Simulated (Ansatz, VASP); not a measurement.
TaTe: VASP beside Ansatz

POSCAR

```
TaTe
1.0
    0.0000000000      2.8500172831      2.8500172831
    2.8500172831      0.0000000000      2.8500172831
    2.8500172831      2.8500172831      0.0000000000
Ta Te
1 1
Direct
    0.5000000000      0.5000000000      0.5000000000
    0.0000000000      0.0000000000      0.0000000000
```

The input INCAR.step1:

```
SYSTEM = TaTe
ALGO = Normal ; EDIFF = 1E-4
ENCUT = 520 ; GGA = PE
ISMEAR = 0 ; ISPIN = 2
LASPH = .TRUE. ; LCHARG = .FALSE.
LMAXMIX = 4 ; LREAL = .FALSE.
LWAVE = .TRUE. ; MAGMOM = -0.95 0
NBANDS = 20 ; NELM = 150
PREC = Accurate ; SIGMA = 0.05
```

Contents of INCAR.step2:

```
SYSTEM = TaTe
ALGO = Normal ; EDIFF = 1E-7
ENCUT = 520 ; ISIF = 2
ISMEAR = 0 ; ISPIN = 2
ISTART = 1 ; LASPH = .TRUE.
LCHARG = .FALSE. ; LMAXMIX = 4
LMIXTAU = .TRUE. ; LORBIT = 11
LREAL = .FALSE. ; LWAVE = .FALSE.
MAGMOM = -0.95 0 ; METAGGA = R2SCAN
NBANDS = 20 ; NELM = 150
PREC = Accurate ; SIGMA = 0.05
```

The input KPOINTS:

```
k-points
0
G
  10 10 10
  0 0 0
```

Input for Ansatz:

```yaml
crystal:
  lattice:
    - [0.0, 2.8500172831, 2.8500172831]
    - [2.8500172831, 0.0, 2.8500172831]
    - [2.8500172831, 2.8500172831, 0.0]
  atoms:
    - { symbol: Ta, position: [0.5, 0.5, 0.5], spin: -0.95 }
    - { symbol: Te, position: [0.0, 0.0, 0.0] }
basis:
  ecutwfc: 500
  ecutrho_ratio: 4
kpoints:
  mp_grid: { grid: [10, 10, 10] }
hamiltonian:
  xc: r2scan
scf:
  occupations: { method: gaussian, width: 0.05 }
output:
  forces: true
  stress: true
  eigenvalues: true
  populations: true
magnetization:
  spin_polarized: true
```

Alike in both runs: task single point; functional r2SCAN; k mesh 10 × 10 × 10; occupations gaussian, width 0.05 eV; collinear spin.

```csv
,VASP,Ansatz
version,VASP 6.6.1,Ansatz 0.2.0
potentials or method,"VASP PAW PBE potentials, release 64 (Ta_pv, Te), cutoff 520 eV","scalar-relativistic, plane waves, PAW"
valence electrons in the cell,17,29
```

```csv
,VASP,Ansatz,Ansatz less VASP
gap on the k mesh at the Fermi level (eV),none,none,-
pressure (GPa),-1.6,0.8,+2.43
net moment per atom (μB),0.13,0.77,+0.641
size of the moment on the site where the two differ most (μB),0.20,1.07,+0.869
```

The net moments are unlike, so the other rows may belong to different states. VASP's potentials were made for PBE, not for r2SCAN. Site moments also hang on the region over which each program counts them. A gap of «none» marks a metal or a gap that the smearing closes. VASP's potentials hold 17 valence electrons a cell and Ansatz's 29, so a difference there can come from the potentials and not from the codes. Ansatz's warnings: stability check not made.

Spin-orbit coupling is off throughout.
